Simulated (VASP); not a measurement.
# AgCl (C2/m) in VASP: further runs

AgCl is run at these levels: PBEsol; tasks: single point.

All numbers are computed with VASP 6.6.1; they aren't measurements. Logs are shortened: lines on timing, memory, paths and dates and some standing lists are left out, and cuts for length are marked.

## 1. The cell of the first run

It takes space group C2/m (No. 12, monoclinic). Conventional cell: a = 4.768 Å, b = 4.711 Å, c = 3.371 Å, α = 90.00°, β = 107.68°, γ = 90.00°. Within 3.3 Å of Ag (site symmetry 2/m) lie 6 Cl at 2.47 to 2.90 Å. Cl (site symmetry 2/m) has 6 Ag at 2.47 to 2.90 Å within 3.3 Å.

## 2. Single point, PBEsol (engineering shear strain xz -0.2200, engineering shear strain yz -0.2200)

File INCAR:

```
  PREC = Accurate
  ENCUT = 520
  EDIFF = 1E-6
  ISMEAR = 0
  SIGMA = 0.05
  LREAL = F
  LASPH = T
  NELM = 60
  ALGO = Normal
  ISIF = 2
  LWAVE = F
  LCHARG = F
  GGA = PS
  NBANDS = 16
```

File KPOINTS:

```
regular mesh
0
Gamma
  10 10 10
```

File POSCAR:

```
AgCl
1.0
    3.3311591989      0.0000000000     -0.3664275119
    0.0000000000      3.3311591989     -0.3664275119
   -0.3664275119     -0.3664275119      3.3311591989
Ag Cl
1 1
Direct
    0.0000000000      0.0000000000      0.0000000000
    0.5000000000      0.5000000000      0.5000000000
```

Potentials or basis: VASP PAW PBE potentials, release 64 (Ag, Cl).

Started as:

```bash
cat potpaw_PBE.64/Ag/POTCAR potpaw_PBE.64/Cl/POTCAR > POTCAR
mpirun -np 1 vasp_std > vasp.out
```

OUTCAR:

```text
PREC = Accurate
   ENCUT = 520
   EDIFF = 1E-6
   ISMEAR = 0
   LREAL = F
   LASPH = T
   NELM = 60
   ISIF = 2
   GGA = PS

 ion  position               nearest neighbor table
   1  0.000  0.000  0.000-   2 2.47   2 2.47   2 2.90   2 2.90   2 2.90   2 2.90
   2  0.500  0.500  0.500-   1 2.47   1 2.47   1 2.90   1 2.90   1 2.90   1 2.90

  LATTYP: Found a base centered monoclinic cell.
 ALAT       =     4.7676325050
 B/A-ratio  =     0.9881152779
 C/A-ratio  =     0.7071067812
 COS(beta)  =    -0.3037756139

  Lattice vectors:

 A1 = (   3.3311591989,   0.0000000000,  -0.3664275119)
 A2 = (   0.0000000000,   3.3311591989,  -0.3664275119)
 A3 = (  -0.3664275119,  -0.3664275119,   3.3311591989)

Analysis of symmetry for initial positions (statically):
=====================================================================
 Subroutine PRICEL returns:
 Original cell was already a primitive cell.

 Routine SETGRP: Setting up the symmetry group for a
 base centered monoclinic supercell.

 Subroutine GETGRP returns: Found  4 space group operations
 (whereof  4 operations were pure point group operations)
 out of a pool of  4 trial point group operations.

The static configuration has the point symmetry C_2h.

Analysis of symmetry for dynamics (positions and initial velocities):
=====================================================================
 Subroutine PRICEL returns:
 Original cell was already a primitive cell.

 Routine SETGRP: Setting up the symmetry group for a
 base centered monoclinic supercell.

 Subroutine GETGRP returns: Found  4 space group operations
 (whereof  4 operations were pure point group operations)
 out of a pool of  4 trial point group operations.

The dynamic configuration has the point symmetry C_2h.

 Subroutine INISYM returns: Found  4 space group operations
 (whereof  4 operations are pure point group operations),
 and found     1 'primitive' translations

----------------------------------------------------------------------------------------

                                     Primitive cell

  volume of cell :      36.0701

  direct lattice vectors                    reciprocal lattice vectors
     3.331159199  0.000000000 -0.366427512     0.303918252  0.003722453  0.033840478
     0.000000000  3.331159199 -0.366427512     0.003722453  0.303918252  0.033840478
    -0.366427512 -0.366427512  3.331159199     0.033840478  0.033840478  0.307640705

  length of vectors
     3.351252114  3.351252114  3.371225274     0.305819127  0.305819127  0.311340905

  position of ions in fractional coordinates (direct lattice)
     0.000000000  0.000000000  0.000000000
     0.500000000  0.500000000  0.500000000

  ion indices of the primitive-cell ions
   primitive index   ion index
                 1           1
                 2           2

----------------------------------------------------------------------------------------

 KPOINTS: regular mesh

Automatic generation of k-mesh.
 Grid dimensions read from file:
 generate k-points for:   10   10   10

 Generating k-lattice:

  Cartesian coordinates                     Fractional coordinates (reciprocal lattice)
     0.030391825  0.000372245  0.003384048     0.100000000 -0.000000000  0.000000000
     0.000372245  0.030391825  0.003384048    -0.000000000  0.100000000  0.000000000
     0.003384048  0.003384048  0.030764070     0.000000000  0.000000000  0.100000000

  Length of vectors
     0.030581913  0.030581913  0.031134091

  Shift w.r.t. Gamma in fractional coordinates (k-lattice)
     0.000000000  0.000000000  0.000000000

 Subroutine IBZKPT returns following result:
 ===========================================

 Found    282 irreducible k-points:

 Following reciprocal coordinates:
            Coordinates               Weight
  0.000000  0.000000  0.000000      1.000000
  0.100000 -0.000000 -0.000000      4.000000
  0.200000 -0.000000 -0.000000      4.000000
  0.300000 -0.000000 -0.000000      4.000000
  0.400000 -0.000000 -0.000000      4.000000
  0.500000 -0.000000 -0.000000      2.000000
[... 16 lines left out ...]
  0.300000  0.300000 -0.000000      2.000000
  0.400000  0.300000 -0.000000      4.000000
 [... further k-points ...]
   k-points           NKPTS =    282   k-points in BZ     NKDIM =    282   number of bands    NBANDS=     16
   number of dos      NEDOS =    301   number of ions     NIONS =      2
   total plane-waves  NPLWV =  21952
   dimension x,y,z NGX =    28 NGY =   28 NGZ =   28
   dimension x,y,z NGXF=    56 NGYF=   56 NGZF=   56
   ions per type =               1   1
   NGX,Y,Z   is equivalent  to a cutoff of  13.89, 13.89, 13.81 a.u.
   NGXF,Y,Z  is equivalent  to a cutoff of  27.78, 27.78, 27.62 a.u.
 SYSTEM =  unknown system
   PREC   = accura    normal or accurate (medium, high low for compatibility)
   ISTART =      0    job   : 0-new  1-cont  2-samecut
   ICHARG =      2    charge: 1-file 2-atom 10-const
   ISPIN  =      1    spin polarized calculation?
   LNONCOLLINEAR =      F non collinear calculations
   LSORBIT =      F    spin-orbit coupling
   LASPH  =      T    aspherical Exc in radial PAW
   ENCUT  =  520.0 eV  38.22 Ry    6.18 a.u.   6.23  6.23  6.27*2*pi/ulx,y,z
   NELM   =     60;   NELMIN=  2; NELMDL= -5     # of ELM steps
   EDIFF  = 0.1E-05   stopping-criterion for ELM
   LREAL  =      F    real-space projection
   EDIFFG = 0.1E-04   stopping-criterion for IOM
   NSW    =      0    number of steps for IOM
   IBRION =     -1    ionic relax: 0-MD 1-quasi-New 2-CG
   NFREE  =      0    steps in history (QN), initial steepest desc. (CG)
   ISIF   =      2    stress and relaxation
   ISYM   =      2    0-nonsym 1-usesym 2-fastsym
   POTIM  = 0.5000    time-step for ionic-motion
   TEBEG  =    0.0;   TEEND  =   0.0 temperature during run
   PSTRESS=    0.0 pullay stress
   NELECT =      18.0000    total number of electrons
   NUPDOWN=      -1.0000    fix difference up-down
   EMIN   =  10.00;   EMAX   =-10.00  energy-range for DOS
   EFERMI =   0.00;   METHOD = LEGACY
   ISMEAR =     0;   SIGMA  =   0.05  broadening in eV -4-tet -1-fermi 0-gaus
   EFERMI_NEDOS =   21; number of points for ismear=-14 and -15
   IALGO  =     38    algorithm
   IMIX   =      4    mixing-type and parameters
     AMIX     =   0.40;   BMIX     =  1.00
     AMIX_MAG =   1.60;   BMIX_MAG =  1.00
  volume/ion in A,a.u.               =      18.04       121.71
  Fermi-wavevector in a.u.,A,eV,Ry     =   1.298524  2.453855 22.941665  1.686165
  Thomas-Fermi vector in A             =   2.429847
   LORBIT       =      0    0 simple, 1 ext, 2 COOP (PROOUT), +10 PAW based schemes
   GGA     = PS    functional components
   LHFCALC =     F    Hartree Fock is set to
   AEXX    =    0.0000 exact exchange contribution
   IVDW    =     0    specifies the selected vdW correction
   LEPSILON=     F    determine dielectric tensor
   LRPA    =     F    only Hartree local field effects (RPA)
 non-spin polarized calculation
 Gauss-broadening in eV      SIGMA  =   0.05
  energy-cutoff  :      520.00
  volume of cell :       36.07
 maximum number of plane-waves:       982
 NGX is ok and might be reduce to    28
   NGX = 13   NGY = 13   NGZ = 13

 number of electron      18.0000001 magnetization

 Free energy of the ion-electron system (eV)
  ---------------------------------------------------
  ext. energy  EPLUGINS =         0.00000000
  ---------------------------------------------------
  free energy    TOTEN  =        -5.84755919 eV

  energy without entropy =       -5.84755917  energy(sigma->0) =       -5.84755918

 E-fermi :   6.1878     XC(G=0): -11.1852

 val. band max:        6.0381342581   @ k =   0.5000  -0.0000  -0.0000
 cond. band min:       6.3318238034   @ k =   0.0000   0.0000   0.0000
 fundamental gap:      0.2936895453
 Fermi energy:         6.1877743720

 k-point     1 :       0.0000    0.0000    0.0000
  band No.  band energies     occupation
      1     -10.2381      2.00000
      2       1.9661      2.00000
      3       2.1025      2.00000
      4       2.4778      2.00000
      5       2.6695      2.00000
      6       3.0464      2.00000
[... 8 lines left out ...]
     15      20.2002      0.00000
     16      20.4108      0.00000

 k-point     2 :       0.1000   -0.0000   -0.0000
  band No.  band energies     occupation
      1     -10.1806      2.00000
      2       1.6942      2.00000
      3       1.9529      2.00000
      4       2.1214      2.00000
      5       2.8111      2.00000
      6       2.9417      2.00000
[... 8 lines left out ...]
     15      20.0901      0.00000
     16      20.7862      0.00000

 k-point     3 :       0.2000   -0.0000   -0.0000
  band No.  band energies     occupation
      1     -10.0232      2.00000
      2       0.8154      2.00000
      3       1.4486      2.00000
      4       2.0812      2.00000
      5       2.8455      2.00000
      6       2.9237      2.00000
[... 8 lines left out ...]
     15      19.5699      0.00000
     16      20.3294      0.00000

 k-point     4 :       0.3000   -0.0000   -0.0000
  band No.  band energies     occupation
      1      -9.8129      2.00000
      2      -0.1237      2.00000
      3       1.0099      2.00000
      4       2.0404      2.00000
      5       2.8209      2.00000
      6       2.9572      2.00000
[... 8 lines left out ...]
     15      19.2313      0.00000
     16      20.5794      0.00000
[... 324 lines left out ...]
 k-point    22 :      -0.2000    0.2000    0.0000
  band No.  band energies     occupation
      1      -9.8883      2.00000
      2       0.9455      2.00000
      3       1.3424      2.00000
      4       2.3177      2.00000
      5       2.4207      2.00000
      6       2.9183      2.00000
[... 8 lines left out ...]
     15      18.6317      0.00000
     16      21.6387      0.00000

 k-point    23 :       0.3000    0.3000   -0.0000
  band No.  band energies     occupation
      1      -9.4890      2.00000
      2      -0.3770      2.00000
      3       0.9794      2.00000
      4       1.8214      2.00000
      5       2.8734      2.00000
      6       2.9898      2.00000
[... 8 lines left out ...]
     15      19.8398      0.00000
     16      21.2817      0.00000

 k-point    24 :       0.4000    0.3000   -0.0000
  band No.  band energies     occupation
      1      -9.3942      2.00000
      2      -0.2881      2.00000
      3       0.8535      2.00000
      4       1.9653      2.00000
      5       2.7951      2.00000
      6       2.9307      2.00000
[... 8 lines left out ...]
     15      19.2692      0.00000
     16      21.4361      0.00000

 [... further k-points ...]
[... 5 lines left out ...]
  --------------------------------------------------------------------------------------
  -------------------------------------------------------------------------------------
  Total        1.3258694      1.3258694      1.1439364      0.4869955      0.2156043      0.2156042
  in kB       58.8930896     58.8930896     50.8119070     21.6315972      9.5768138      9.5768105
  external PRESSURE =      56.1993621 kB  Pullay stress =       0.0000000 kB

 VOLUME and BASIS-vectors are now :
 -----------------------------------------------------------------------------
  energy-cutoff  :      520.00
  volume of cell :       36.07
      direct lattice vectors                 reciprocal lattice vectors
     3.331159199  0.000000000 -0.366427512     0.303918252  0.003722453  0.033840478
     0.000000000  3.331159199 -0.366427512     0.003722453  0.303918252  0.033840478
    -0.366427512 -0.366427512  3.331159199     0.033840478  0.033840478  0.307640705

 POSITION                                       TOTAL-FORCE (eV/Angst)
 -----------------------------------------------------------------------------------
      0.00000      0.00000      0.00000        -0.000000      0.000000      0.000000
      1.48237      1.48237      1.29915         0.000000     -0.000000      0.000000
 -----------------------------------------------------------------------------------
    total drift:                               -0.000000      0.000000      0.000000

  FREE ENERGIE OF THE ION-ELECTRON SYSTEM (eV)
  ---------------------------------------------------
  free  energy   TOTEN  =        -5.8475591893 eV

  energy  without entropy=       -5.8475591750  energy(sigma->0) =       -5.84755918
```

It took 64 s on 1 thread of Intel Xeon 6975P-C (Granite Rapids), shared host; peak memory 0.28 GiB.

What came out:

```
Free energy            : -5.8476 eV
Pressure               : 5.6 GPa
Band gap on the k mesh : 0.29 eV, indirect (least direct gap 2.47 eV)
```

Caveat: the cell differs from its parent crystal (engineering shear strain xz -0.2200, engineering shear strain yz -0.2200); the PAW data sets were made with another functional, which shifts forces and pressure a little. A k mesh can miss the band edges.

(Continued in part 2 of 2.)
